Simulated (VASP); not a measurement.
# Al: relaxation of cell and atoms with PBEsol

The system is Al.

```
Al
1.0
     0.00000    2.02481    2.02481
     2.02481    0.00000    2.02481
     2.02481    2.02481    0.00000
Al
1
Direct
  0.00000 0.00000 0.00000
```

```
Program                : VASP 6.6.1
Task                   : relaxation of cell and atoms
Functional             : PBEsol
Potentials or basis    : VASP PAW PBE potentials, release 64 (Al)
Cutoff                 : 600 eV
k mesh                 : 14 × 14 × 14
Occupations            : methfessel-paxton, width 0.05 eV
Spin                   : no spin polarisation
Dipole correction      : no
Further INCAR settings : ALGO = Normal; EDIFF = 1e-06; IBRION = 2; EDIFFG = -0.03; NSW = 80; ISIF = 3
```

The relaxed volume is 16.15 Å³/atom and the relaxed cell is a = 2.837 Å, b = 2.837 Å, c = 2.837 Å, α = 60.00°, β = 60.00°, γ = 60.00°. The space group after relaxing (to 0.05 Å) is Fm-3m (No. 225), the energy gained by relaxing is 3.2 meV/atom and the ionic steps are 3. The pressure after relaxing is 0.0 GPa.

The path:
| step | energy change (eV) | largest force (eV/Å) | pressure (GPa) | volume (Å³) |
| --- | --- | --- | --- | --- |
| 1 | 0.0000 | 0.0000 | -2.22 | 16.60 |
| 2 | -0.0031 | 0.0000 | 0.50 | 16.06 |
| 3 | -0.0032 | 0.0000 | 0.01 | 16.15 |

Final structure:
```
CELL_PARAMETERS angstrom
0.00000 2.00621 2.00621
2.00621 0.00000 2.00621
2.00621 2.00621 0.00000
ATOMIC_POSITIONS crystal
Al 0.00000 0.00000 0.00000
```

Levels at points of the mesh, in eV from the Fermi level:
```tsv
k point	band 1	band 2	band 3	band 4	band 5
(0.00, 0.00, 0.00)	-11.24	12.75	12.75	12.75	14.41
(0.50, 0.00, 0.00)	-4.64	-4.37	11.57	11.60	11.66
(0.50, 0.50, 0.00)	-2.93	-1.57	5.30	5.73	5.73
```

Wall time 9.5 s on 1 thread of Intel(R) Xeon(R) Platinum 8259CL CPU @ 2.50GHz (Skylake/Cascade Lake) (shared host), peak memory 0.14 GiB.

Caveat: the PAW data sets were made with another functional, which shifts forces and pressure a little.
